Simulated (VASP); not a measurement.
Here is a VASP 6.6.1 calculation.

File INCAR:

```
SYSTEM = Zn
  ALGO = Normal
  EDIFF = 1E-7
  ENCUT = 520
  GGA = PE
  ISIF = 2
  ISMEAR = -1
  LASPH = .True.
  LCHARG = .False.
  LREAL = .False.
  LWAVE = .False.
  NBANDS = 12
  NELM = 60
  PREC = Accurate
  SIGMA = 0.1
```

Contents of KPOINTS:

```
k-points
0
Gamma
  20 20 20
  0 0 0
```

POSCAR

```
Zn
1.0
    2.6633407622      0.0000000000      0.0000000000
    0.0000000000      2.6633407622      0.0000000000
    0.0000000000      0.0000000000      2.6633407622
Zn
1
Direct
    0.0000000000      0.0000000000      0.0000000000
```

Potentials or basis: VASP PAW PBE potentials, release 64 (Zn).

Run with:

```sh
$ cat potpaw_PBE.64/Zn/POTCAR > POTCAR
$ mpirun -np 1 vasp_std > vasp.out
```

**Question.** What does it give for the pressure?

**Answer.** -1.5 GPa.

**Question.** Estimate the band gap on the k mesh.

**Answer.** Zero (bands 6 and 7 overlap by 7.97 eV).
